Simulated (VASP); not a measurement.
# H3CCl in VASP: single point with PBE

Aim: the single point of H3CCl with PBE.

All numbers are computed with VASP 6.6.1; they aren't measurements. Logs are shortened: lines on timing, memory, paths and dates and some standing lists are left out, and cuts for length are marked.

## 1. The cell of the first run

The cell holds a disordered packing, 30 atoms: a = 8.953 Å, b = 8.953 Å, c = 8.953 Å, α = 90.00°, β = 90.00°, γ = 90.00°.

## 2. Single point, PBE

The input, INCAR:

```
SYSTEM = H3CCl
ALGO     = Normal         ! electronic algorithm
EDIFF    = 1E-6           ! SCF threshold, eV
ENCUT    = 910            ! plane-wave cutoff, eV
GGA      = PE             ! functional
GGA_COMPAT= .False.      
ISIF     = 2              ! what is computed and relaxed
ISMEAR   = -1             ! smearing method
LASPH    = .True.         ! aspherical terms in the spheres
LCHARG   = .False.        ! write CHGCAR
LREAL    = Auto         
LWAVE    = .False.        ! write WAVECAR
NBANDS   = 63             ! bands
NELM     = 120            ! most SCF steps
PREC     = Accurate       ! precision mode
SIGMA    = 0.02           ! smearing width, eV
```

The input, KPOINTS:

```
k-points
0
Gamma
  1 1 1
  0 0 0
```

The input, POSCAR:

```
H3CCl
1.0
    8.9528400000      0.0000000000      0.0000000000
    0.0000000000      8.9528400000      0.0000000000
    0.0000000000      0.0000000000      8.9528400000
C Cl H
6 6 18
Direct
    0.1791302711      0.6124287610      0.2301195390
    0.7757449870      0.2225530487      0.9586156929
    0.0485024877      0.4235662565      0.5585009626
    0.9441198540      0.9794195975      0.6606722445
    0.4962022731      0.9146078588      0.8374428398
    0.7792841761      0.6048415351      0.8348492860
    0.0870136751      0.4433740315      0.1745010203
    0.7120743946      0.2033570452      1.1464723464
    0.1161704341      0.3740412078      0.7408304913
    1.0010116207      0.9770514682      0.4693643364
    0.3783360542      0.9296729310      0.9983786227
    0.7175199503      0.6327989547      1.0225614897
    0.0943801521      0.6922511753      0.2682502243
    0.2563097934      0.5857881790      0.3212303842
    0.2406581348      0.6568048221      0.1346946328
    0.8509712891      0.3182988272      0.9515248936
    0.8359888748      0.1210689237      0.9281212170
    0.6787348378      0.2390227046      0.8850811832
    0.0204240325      0.5428122154      0.5588870767
    0.1364728773      0.4005427466      0.4773879006
   -0.0501358608      0.3556603137      0.5320458069
    0.8303095982      1.0239087238      0.6661579338
    0.9470274444      0.8649377668      0.7040931626
    1.0211301463      1.0506168562      0.7241188736
    0.6000318509      0.9770686596      0.8587429811
    0.5215462945      0.7964041478      0.8197800777
    0.4366642744      0.9617787945      0.7404207077
    0.7791225442      0.7131034390      0.7778354287
    0.8923843460      0.5574754323      0.8371027835
    0.7018614923      0.5281677765      0.7784780605
```

Potentials or basis: VASP PAW PBE potentials, release 64 (C_h, Cl, H_h).

Command:

```
$ cat potpaw_PBE.64/C_h/POTCAR potpaw_PBE.64/Cl/POTCAR potpaw_PBE.64/H_h/POTCAR > POTCAR
$ mpirun -np 1 vasp_gam > vasp.out
```

OUTCAR:

```text
SYSTEM = H3CCl
   EDIFF = 1E-6
   ENCUT = 910
   GGA = PE
   ISIF = 2
   ISMEAR = -1
   LASPH = .True.
   LREAL = Auto
   NELM = 120
   PREC = Accurate

 ion  position               nearest neighbor table
   1  0.179  0.612  0.230-  15 1.09  14 1.10  13 1.10   7 1.79
   2  0.776  0.223  0.959-  17 1.09  16 1.09  18 1.10   8 1.78
   3  0.049  0.424  0.559-  20 1.09  19 1.10  21 1.10   9 1.80
   4  0.944  0.979  0.661-  22 1.10  23 1.10  24 1.10  10 1.79
   5  0.496  0.915  0.837-  26 1.09  25 1.10  27 1.10  11 1.79
   6  0.779  0.605  0.835-  28 1.10  29 1.10  30 1.10  12 1.79
   7  0.087  0.443  0.175-   1 1.79
   8  0.712  0.203  0.146-   2 1.78
   9  0.116  0.374  0.741-   3 1.80
  10  0.001  0.977  0.469-   4 1.79
  11  0.378  0.930  0.998-   5 1.79
  12  0.718  0.633  0.023-   6 1.79
[... 16 lines left out ...]
  29  0.892  0.557  0.837-   6 1.10
  30  0.702  0.528  0.778-   6 1.10

  LATTYP: Found a simple cubic cell.
 ALAT       =     8.9528400000

  Lattice vectors:

 A1 = (   8.9528400000,   0.0000000000,   0.0000000000)
 A2 = (   0.0000000000,   8.9528400000,   0.0000000000)
 A3 = (   0.0000000000,   0.0000000000,   8.9528400000)

Analysis of symmetry for initial positions (statically):
=====================================================================
 Subroutine PRICEL returns:
 Original cell was already a primitive cell.

 Routine SETGRP: Setting up the symmetry group for a
 simple cubic supercell.

 Subroutine GETGRP returns: Found  1 space group operations
 (whereof  1 operations were pure point group operations)
 out of a pool of 48 trial point group operations.

The static configuration has the point symmetry C_1 .

Analysis of symmetry for dynamics (positions and initial velocities):
=====================================================================
 Subroutine PRICEL returns:
 Original cell was already a primitive cell.

 Routine SETGRP: Setting up the symmetry group for a
 simple cubic supercell.

 Subroutine GETGRP returns: Found  1 space group operations
 (whereof  1 operations were pure point group operations)
 out of a pool of 48 trial point group operations.

The dynamic configuration has the point symmetry C_1 .

 Subroutine INISYM returns: Found  1 space group operations
 (whereof  1 operations are pure point group operations),
 and found     1 'primitive' translations

----------------------------------------------------------------------------------------

[... 129 lines left out ...]
   NFREE  =      0    steps in history (QN), initial steepest desc. (CG)
   ISIF   =      2    stress and relaxation
   ISYM   =      2    0-nonsym 1-usesym 2-fastsym
   POTIM  = 0.5000    time-step for ionic-motion
   TEBEG  =    0.0;   TEEND  =   0.0 temperature during run
   PSTRESS=    0.0 pullay stress
   NELECT =      84.0000    total number of electrons
   NUPDOWN=      -1.0000    fix difference up-down
   EMIN   =  10.00;   EMAX   =-10.00  energy-range for DOS
   EFERMI =   0.00;   METHOD = LEGACY
   ISMEAR =    -1;   SIGMA  =   0.02  broadening in eV -4-tet -1-fermi 0-gaus
   EFERMI_NEDOS =   21; number of points for ismear=-14 and -15
   IALGO  =     38    algorithm
   IMIX   =      4    mixing-type and parameters
     AMIX     =   0.40;   BMIX     =  1.00
     AMIX_MAG =   1.60;   BMIX_MAG =  1.00
  volume/ion in A,a.u.               =      23.92       161.42
  Fermi-wavevector in a.u.,A,eV,Ry     =   0.800830  1.513350  8.725811  0.641329
  Thomas-Fermi vector in A             =   1.908201
   LORBIT       =      0    0 simple, 1 ext, 2 COOP (PROOUT), +10 PAW based schemes
   GGA     = PE    functional components
   LHFCALC =     F    Hartree Fock is set to
   AEXX    =    0.0000 exact exchange contribution
   IVDW    =     0    specifies the selected vdW correction
   LEPSILON=     F    determine dielectric tensor
   LRPA    =     F    only Hartree local field effects (RPA)
 non-spin polarized calculation
  energy-cutoff  :      910.00
  volume of cell :      717.60
 maximum number of plane-waves:     22237
 NGX is ok and might be reduce to    90
   NGX = 45   NGY = 45   NGZ = 45

 number of electron      83.9999999 magnetization

 Free energy of the ion-electron system (eV)
  ---------------------------------------------------
  ext. energy  EPLUGINS =         0.00000000
  ---------------------------------------------------
  free energy    TOTEN  =      -134.70490242 eV

  energy without entropy =     -134.70490242  energy(sigma->0) =     -134.70490242

 E-fermi :  -3.6715     XC(G=0):  -4.9214

 val. band max:       -4.2052103098   @ k =   0.0000   0.0000   0.0000
 cond. band min:       0.9880184680   @ k =   0.0000   0.0000   0.0000
 fundamental gap:      5.1932287778
 Fermi energy:        -3.6715461009

 k-point     1 :       0.0000    0.0000    0.0000
  band No.  band energies     occupation
      1     -18.9342      2.00000
      2     -18.8764      2.00000
      3     -18.8131      2.00000
      4     -18.6890      2.00000
      5     -18.6006      2.00000
      6     -18.5545      2.00000
[... 46 lines left out ...]
     53       3.0396      0.00000
     54       3.2999      0.00000
 [bands above 54 left out]

------------------------ aborting loop because EDIFF is reached ----------------------------------------

  FORCE on cell =-STRESS in cart. coord.  units (eV):
  Direction    XX          YY          ZZ          XY          YZ          ZX
  --------------------------------------------------------------------------------------
  -------------------------------------------------------------------------------------
  Total       -0.5115137      0.4623389     -1.1791899     -0.0877010     -0.2905275     -0.5309501
  in kB       -1.1420508      1.0322586     -2.6327637     -0.1958090     -0.6486573     -1.1854462
  external PRESSURE =      -0.9141853 kB  Pullay stress =       0.0000000 kB

 VOLUME and BASIS-vectors are now :
 -----------------------------------------------------------------------------
  energy-cutoff  :      910.00
  volume of cell :      717.60
      direct lattice vectors                 reciprocal lattice vectors
     8.952840000  0.000000000  0.000000000     0.111696400  0.000000000  0.000000000
     0.000000000  8.952840000  0.000000000     0.000000000  0.111696400  0.000000000
     0.000000000  0.000000000  8.952840000     0.000000000  0.000000000  0.111696400

 POSITION                                       TOTAL-FORCE (eV/Angst)
 -----------------------------------------------------------------------------------
      1.60372      5.48298      2.06022        -0.068332     -0.021991      0.046049
      6.94512      1.99248      8.58233        -0.129442      0.047840      0.041338
      0.43424      3.79212      5.00017        -0.104036     -0.028097      0.038093
      8.45255      8.76859      5.91489         0.085540     -0.033446      0.026490
      4.44242      8.18834      7.49749        -0.058101      0.172788     -0.092081
      6.97681      5.41505      7.47427        -0.017003     -0.025382      0.016509
[... 22 lines left out ...]
      7.98937      4.99099      7.49445        -0.108536      0.056670      0.013720
      6.28365      4.72860      6.96959         0.075795      0.069216      0.073515
 -----------------------------------------------------------------------------------
    total drift:                                0.005324      0.005231     -0.000969

  FREE ENERGIE OF THE ION-ELECTRON SYSTEM (eV)
  ---------------------------------------------------
  free  energy   TOTEN  =      -134.7049024166 eV

  energy  without entropy=     -134.7049024166  energy(sigma->0) =     -134.70490242
```

It took 2 min on 1 thread of Intel Xeon 6975P-C (Granite Rapids), shared host; peak memory 1.2 GiB.

Results:

| Quantity | Value |
| --- | --- |
| Free energy | -134.7049 eV |
| Pressure | -0.1 GPa |
| Largest force | 0.282 eV/Å |

Forces in eV/Å, atoms in the order of the input:
```
C   -0.068 -0.022  0.046
C   -0.129  0.048  0.041
C   -0.104 -0.028  0.038
C    0.086 -0.033  0.026
C   -0.058  0.173 -0.092
C   -0.017 -0.025  0.017
Cl   0.079  0.071  0.012
Cl   0.007 -0.012 -0.063
Cl  -0.010  0.041 -0.053
Cl   0.002 -0.003  0.062
Cl   0.061  0.028 -0.177
Cl   0.018 -0.001 -0.111
H    0.053 -0.058 -0.054
H   -0.013  0.018 -0.052
H    0.016  0.024 -0.056
H    0.001  0.005  0.058
H    0.024 -0.070  0.002
H    0.098 -0.018  0.123
H    0.027 -0.106 -0.003
H    0.014 -0.036 -0.020
H    0.129  0.077  0.065
H    0.029 -0.008 -0.012
H    0.035  0.099 -0.047
H   -0.061 -0.041 -0.088
H   -0.244 -0.125  0.011
H   -0.055  0.048  0.001
H    0.123 -0.105  0.231
H   -0.008 -0.067  0.010
H   -0.109  0.057  0.014
H    0.076  0.069  0.074
```

Stress tensor (GPa, compression positive):
```
-0.11 -0.02 -0.12
-0.02  0.10 -0.06
-0.12 -0.06 -0.26
```

Caveat: the k points lie up to 0.70 Å⁻¹ apart; the cutoff is under 1.25 times the usual one of these potentials, so pressure, stress and relaxed cells hold a basis-set (Pulay) error.
